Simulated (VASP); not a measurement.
A run of VASP 6.6.1:

INCAR

```
SYSTEM = ScSi4O
ALGO     = Normal         ! electronic algorithm
EDIFF    = 1E-6           ! SCF threshold, eV
EDIFFG   = -0.04          ! ionic threshold
ENCUT    = 600            ! plane-wave cutoff, eV
GGA      = PE             ! functional
IBRION   = 2              ! ionic algorithm
ISIF     = 3              ! what is computed and relaxed
ISMEAR   = 0              ! smearing method
LASPH    = .True.         ! aspherical terms in the spheres
LCHARG   = .False.        ! write CHGCAR
LREAL    = .False.        ! projectors in reciprocal space
LWAVE    = .False.        ! write WAVECAR
NELM     = 60             ! most SCF steps
NSW      = 90             ! ionic steps
PREC     = Accurate       ! precision mode
SIGMA    = 0.1            ! smearing width, eV
```

File KPOINTS:

```
k-points
0
Gamma
  4 4 4
  0 0 0
```

File POSCAR:

```
ScSi4O
1.0
    0.0000000000      3.5877548600      3.5877548600
    3.5877548600      0.0000000000      3.5877548600
    3.5877548600      3.5877548600      0.0000000000
Sc Si O
1 4 1
Direct
    0.0000000000      0.0000000000      0.0000000000
    0.8749087200      0.3750304300      0.3750304300
    0.3750304300      0.3750304300      0.3750304300
    0.3750304300      0.8749087200      0.3750304300
    0.3750304300      0.3750304300      0.8749087200
    0.7500000000      0.7500000000      0.7500000000
```

Potentials or basis: VASP PAW PBE potentials, release 64 (Sc_sv, Si, O).

The run is started by

```console
$ cat potpaw_PBE.64/Sc_sv/POTCAR potpaw_PBE.64/Si/POTCAR potpaw_PBE.64/O/POTCAR > POTCAR
$ mpirun -np 1 vasp_std > vasp.out
```

Hardware: 1 thread of Intel(R) Xeon(R) 6975P-C (Granite Rapids), on a shared host.

Task: How long does it take, and how much memory?

Result: Run time: 39 s on 1 thread of Intel(R) Xeon(R) 6975P-C (Granite Rapids), with other jobs on the host, peak memory 0.27 GiB. Counts: scf iterations 37, k points 8, ion steps 3.
